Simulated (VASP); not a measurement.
# TiTe2 in VASP: further runs

The runs below take TiTe2 through electric field gradients, with PBEsol.

All numbers are computed with VASP 6.6.1; they aren't measurements. Logs are shortened: lines on timing, memory, paths and dates and some standing lists are left out, and cuts for length are marked.

## (1) The cell of the first run

Symmetry: P-3m1, No. 164, trigonal system. Conventional cell: a = 3.752 Å, b = 3.752 Å, c = 6.454 Å, α = 90.00°, β = 90.00°, γ = 120.00°. Ti (site symmetry -3m) has 6 Te at 2.75 Å within 3.6 Å. Te (site symmetry 3m) has 3 Ti at 2.75 Å within 3.6 Å.

## (2) Electric field gradients, PBEsol (26.22 Å³/atom)

Input file INCAR:

```
ALGO = Normal
EDIFF = 1E-8
ENCUT = 520
GGA = PS
ISIF = 2
ISMEAR = -1
LASPH = True
LCHARG = False
LEFG = True
LREAL = False
LWAVE = False
NBANDS = 19
NELM = 100
PREC = Accurate
SIGMA = 0.03
```

Input file KPOINTS:

```
k-points
0
Gamma
  13 13 7
```

Input file POSCAR:

```
TiTe2
1.0
    3.7516511246      0.0000000000      0.0000000000
   -1.8758255623      3.2490251800      0.0000000000
    0.0000000000      0.0000000000      6.4543879477
Ti Te
1 2
Direct
    0.0000000000      0.0000000000      0.0000000000
    0.6666666667      0.3333333333      0.2628000000
    0.3333333333      0.6666666667      0.7372000000
```

Potentials or basis: VASP PAW PBE potentials, release 64 (Ti_sv, Te).

Started as:

```console
$ cat potpaw_PBE.64/Ti_sv/POTCAR potpaw_PBE.64/Te/POTCAR > POTCAR
$ mpirun -np 1 vasp_std > vasp.out
```

OUTCAR:

```text
EDIFF = 1E-8
   ENCUT = 520
   GGA = PS
   ISIF = 2
   ISMEAR = -1
   LASPH = True
   LREAL = False
   NELM = 100
   PREC = Accurate

 ion  position               nearest neighbor table
   1  0.000  0.000  0.000-   2 2.75   3 2.75   3 2.75   2 2.75   2 2.75   3 2.75
   2  0.667  0.333  0.263-   1 2.75   1 2.75   1 2.75
   3  0.333  0.667  0.737-   1 2.75   1 2.75   1 2.75

  LATTYP: Found a hexagonal cell.
 ALAT       =     3.7516511246
 C/A-ratio  =     1.7204126219

  Lattice vectors:

 A1 = (   3.7516511246,   0.0000000000,   0.0000000000)
 A2 = (  -1.8758255623,   3.2490251800,   0.0000000000)
 A3 = (   0.0000000000,   0.0000000000,   6.4543879477)

Analysis of symmetry for initial positions (statically):
=====================================================================
 Subroutine PRICEL returns:
 Original cell was already a primitive cell.

 Routine SETGRP: Setting up the symmetry group for a
 hexagonal supercell.

 Subroutine GETGRP returns: Found 12 space group operations
 (whereof 12 operations were pure point group operations)
 out of a pool of 24 trial point group operations.

The static configuration has the point symmetry D_3d.

Analysis of symmetry for dynamics (positions and initial velocities):
=====================================================================
 Subroutine PRICEL returns:
 Original cell was already a primitive cell.

 Routine SETGRP: Setting up the symmetry group for a
 hexagonal supercell.

 Subroutine GETGRP returns: Found 12 space group operations
 (whereof 12 operations were pure point group operations)
 out of a pool of 24 trial point group operations.

The dynamic configuration has the point symmetry D_3d.

 Subroutine INISYM returns: Found 12 space group operations
 (whereof 12 operations are pure point group operations),
 and found     1 'primitive' translations

----------------------------------------------------------------------------------------

                                     Primitive cell

  volume of cell :      78.6739

  direct lattice vectors                    reciprocal lattice vectors
     3.751651125  0.000000000  0.000000000     0.266549305  0.153892313  0.000000000
    -1.875825562  3.249025180  0.000000000     0.000000000  0.307784626  0.000000000
     0.000000000  0.000000000  6.454387948     0.000000000  0.000000000  0.154933358

  length of vectors
     3.751651125  3.751651125  6.454387948     0.307784626  0.307784626  0.154933358

  position of ions in fractional coordinates (direct lattice)
     0.000000000  0.000000000  0.000000000
     0.666666667  0.333333333  0.262800000
     0.333333333  0.666666667  0.737200000

  ion indices of the primitive-cell ions
   primitive index   ion index
                 1           1
                 2           2
                 3           3

----------------------------------------------------------------------------------------

 KPOINTS: k-points

Automatic generation of k-mesh.
 Grid dimensions read from file:
 generate k-points for:   13   13    7

 Generating k-lattice:

  Cartesian coordinates                     Fractional coordinates (reciprocal lattice)
     0.020503793  0.011837870  0.000000000     0.076923077  0.000000000  0.000000000
     0.000000000  0.023675740  0.000000000     0.000000000  0.076923077  0.000000000
     0.000000000  0.000000000  0.022133337     0.000000000  0.000000000  0.142857143

  Length of vectors
     0.023675740  0.023675740  0.022133337

  Shift w.r.t. Gamma in fractional coordinates (k-lattice)
     0.000000000  0.000000000  0.000000000

 Subroutine IBZKPT returns following result:
 ===========================================

 Found    126 irreducible k-points:

 Following reciprocal coordinates:
            Coordinates               Weight
  0.000000  0.000000  0.000000      1.000000
  0.076923  0.000000  0.000000      6.000000
  0.153846  0.000000  0.000000      6.000000
  0.230769  0.000000  0.000000      6.000000
  0.307692  0.000000  0.000000      6.000000
  0.384615  0.000000  0.000000      6.000000
[... 16 lines left out ...]
  0.076923  0.000000  0.142857      6.000000
  0.000000  0.076923  0.142857      6.000000
 [... further k-points ...]
   k-points           NKPTS =    126   k-points in BZ     NKDIM =    126   number of bands    NBANDS=     19
   number of dos      NEDOS =    301   number of ions     NIONS =      3
   total plane-waves  NPLWV =  37632
   dimension x,y,z NGX =    28 NGY =   28 NGZ =   48
   dimension x,y,z NGXF=    56 NGYF=   56 NGZF=   96
   ions per type =               1   2
   NGX,Y,Z   is equivalent  to a cutoff of  12.41, 12.41, 12.36 a.u.
   NGXF,Y,Z  is equivalent  to a cutoff of  24.82, 24.82, 24.73 a.u.
 SYSTEM =  unknown system
   PREC   = accura    normal or accurate (medium, high low for compatibility)
   ISTART =      0    job   : 0-new  1-cont  2-samecut
   ICHARG =      2    charge: 1-file 2-atom 10-const
   ISPIN  =      1    spin polarized calculation?
   LNONCOLLINEAR =      F non collinear calculations
   LSORBIT =      F    spin-orbit coupling
   LASPH  =      T    aspherical Exc in radial PAW
   ENCUT  =  520.0 eV  38.22 Ry    6.18 a.u.   6.98  6.98 12.00*2*pi/ulx,y,z
   NELM   =    100;   NELMIN=  2; NELMDL= -5     # of ELM steps
   EDIFF  = 0.1E-07   stopping-criterion for ELM
   LREAL  =      F    real-space projection
   EDIFFG = 0.1E-06   stopping-criterion for IOM
   NSW    =      0    number of steps for IOM
   IBRION =     -1    ionic relax: 0-MD 1-quasi-New 2-CG
   NFREE  =      0    steps in history (QN), initial steepest desc. (CG)
   ISIF   =      2    stress and relaxation
   ISYM   =      2    0-nonsym 1-usesym 2-fastsym
   POTIM  = 0.5000    time-step for ionic-motion
   TEBEG  =    0.0;   TEEND  =   0.0 temperature during run
   PSTRESS=    0.0 pullay stress
   NELECT =      24.0000    total number of electrons
   NUPDOWN=      -1.0000    fix difference up-down
   EMIN   =  10.00;   EMAX   =-10.00  energy-range for DOS
   EFERMI =   0.00;   METHOD = LEGACY
   ISMEAR =    -1;   SIGMA  =   0.03  broadening in eV -4-tet -1-fermi 0-gaus
   EFERMI_NEDOS =   21; number of points for ismear=-14 and -15
   IALGO  =     38    algorithm
   IMIX   =      4    mixing-type and parameters
     AMIX     =   0.40;   BMIX     =  1.00
     AMIX_MAG =   1.60;   BMIX_MAG =  1.00
  volume/ion in A,a.u.               =      26.22       176.97
  Fermi-wavevector in a.u.,A,eV,Ry     =   1.102051  2.082575 16.524501  1.214517
  Thomas-Fermi vector in A             =   2.238488
   LORBIT       =      0    0 simple, 1 ext, 2 COOP (PROOUT), +10 PAW based schemes
   GGA     = PS    functional components
   LHFCALC =     F    Hartree Fock is set to
   AEXX    =    0.0000 exact exchange contribution
   IVDW    =     0    specifies the selected vdW correction
   LEPSILON=     F    determine dielectric tensor
   LRPA    =     F    only Hartree local field effects (RPA)
 non-spin polarized calculation
  energy-cutoff  :      520.00
  volume of cell :       78.67
 maximum number of plane-waves:      2135
   NGX = 13   NGY = 13   NGZ = 25

 number of electron      23.9999996 magnetization

 Free energy of the ion-electron system (eV)
  ---------------------------------------------------
  ext. energy  EPLUGINS =         0.00000000
  ---------------------------------------------------
  free energy    TOTEN  =       -17.52928670 eV

  energy without entropy =      -17.52532204  energy(sigma->0) =      -17.52730437

 E-fermi :   6.9374     XC(G=0): -10.0956

 val. band max:        6.9335749007   @ k =   0.4615   0.0000   0.0000
 cond. band min:       6.9377913847   @ k =   0.0000   0.4615   0.1429
 fundamental gap:      0.0042164840
 Fermi energy:         6.9374205394

 k-point     1 :       0.0000    0.0000    0.0000
  band No.  band energies     occupation
      1     -50.2702      2.00000
      2     -26.6341      2.00000
      3     -26.6341      2.00000
      4     -26.5956      2.00000
      5      -5.6125      2.00000
      6      -4.0416      2.00000
[... 11 lines left out ...]
     18      12.0049      0.00000
     19      12.9301      0.00000
[... 485 lines left out ...]
 k-point    24 :       0.0000    0.0769    0.1429
  band No.  band energies     occupation
      1     -50.2700      2.00000
      2     -26.6368      2.00000
      3     -26.6347      2.00000
      4     -26.5950      2.00000
      5      -5.4898      2.00000
      6      -4.1155      2.00000
[... 11 lines left out ...]
     18      12.5633      0.00000
     19      13.6305      0.00000

 [... further k-points ...]

------------------------ aborting loop because EDIFF is reached ----------------------------------------

  FORCE on cell =-STRESS in cart. coord.  units (eV):
  Direction    XX          YY          ZZ          XY          YZ          ZX
  --------------------------------------------------------------------------------------
  -------------------------------------------------------------------------------------
  Total       -0.6703786     -0.6703786     -0.0682475      0.0000000      0.0000000      0.0000000
  in kB      -13.6521214    -13.6521214     -1.3898472      0.0000000      0.0000000      0.0000000
  external PRESSURE =      -9.5646967 kB  Pullay stress =       0.0000000 kB

 VOLUME and BASIS-vectors are now :
 -----------------------------------------------------------------------------
  energy-cutoff  :      520.00
  volume of cell :       78.67
      direct lattice vectors                 reciprocal lattice vectors
     3.751651125  0.000000000  0.000000000     0.266549305  0.153892313  0.000000000
    -1.875825562  3.249025180  0.000000000     0.000000000  0.307784626  0.000000000
     0.000000000  0.000000000  6.454387948     0.000000000  0.000000000  0.154933358

 POSITION                                       TOTAL-FORCE (eV/Angst)
 -----------------------------------------------------------------------------------
      0.00000      0.00000      0.00000        -0.000000      0.000000      0.000000
      1.87583      1.08301      1.69621        -0.000000      0.000000      0.082772
     -0.00000      2.16602      4.75817         0.000000     -0.000000     -0.082772
 -----------------------------------------------------------------------------------
    total drift:                                0.000000     -0.000000      0.000000

  FREE ENERGIE OF THE ION-ELECTRON SYSTEM (eV)
  ---------------------------------------------------
  free  energy   TOTEN  =       -17.5292867037 eV

  energy  without entropy=      -17.5253220368  energy(sigma->0) =      -17.52730437

 Electric field gradients (V/A^2)
---------------------------------------------------------------------
 ion       V_xx      V_yy      V_zz      V_xy      V_xz      V_yz
---------------------------------------------------------------------
   1      14.094    14.096   -28.190     0.002     0.000    -0.000
   2      30.160    30.160   -60.319    -0.000     0.000    -0.000
   3      30.160    30.160   -60.319    -0.000     0.000    -0.000
---------------------------------------------------------------------

 Electric field gradients after diagonalization (V/A^2)
 (convention: |V_zz| > |V_xx| > |V_yy|)
----------------------------------------------------------------------
 ion       V_xx      V_yy      V_zz     asymmetry (V_yy - V_xx)/ V_zz
----------------------------------------------------------------------
   1      14.097    14.093   -28.190       0.000
   2      30.160    30.160   -60.319       0.000
   3      30.160    30.160   -60.319       0.000
----------------------------------------------------------------------

           NMR quadrupolar parameters

 Cq : quadrupolar parameter    Cq=e*Q*V_zz/h
 eta: asymmetry parameters     (V_yy - V_xx)/ V_zz
 Q  : nuclear electric quadrupole moment in mb (millibarn)
----------------------------------------------------------------------
 ion       Cq(MHz)       eta       Q (mb)
----------------------------------------------------------------------
   1      -0.068       0.000       1.000
   2      -0.146       0.000       1.000
   3      -0.146       0.000       1.000
----------------------------------------------------------------------
```

It took 2 min on 1 thread of Intel Xeon Platinum 8488C (Sapphire Rapids), shared host; peak memory 0.32 GiB.

Results:

```
Free energy                             : -17.5293 eV
Pressure                                : -1.0 GPa
Largest force                           : 0.083 eV/Å
Band gap on the k mesh                  : zero (bands 12 and 13 overlap by 0.70 eV)
Largest electric field gradient by atom : Ti -28.2; Te -60.3 V/Å²
```

Forces in eV/Å, atoms in the order of the input:
```
Ti   0.000  0.000  0.000
Te   0.000  0.000  0.083
Te   0.000  0.000 -0.083
```

Stress tensor (GPa, compression positive):
```
-1.37  0.00  0.00
 0.00 -1.37  0.00
 0.00  0.00 -0.14
```

Electric field gradients, principal values (V/Å²):
```csv
atom,least,middle,greatest (by size)
1 Ti,14.093,14.097,-28.190
2 Te,30.160,30.160,-60.319
3 Te,30.160,30.160,-60.319
```

Caveat: without QUAD_EFG the Cq values of the log hold for a quadrupole moment of 1 mb, not for the nuclei; the PAW data sets were made with another functional, which shifts forces and pressure a little; spin-orbit coupling is left out, which moves the levels of the heavy elements; this functional lacks dispersion, which binds layers or chains, so the pressure and a relaxed spacing across them are unreliable.

(Continued in part 2 of 3.)
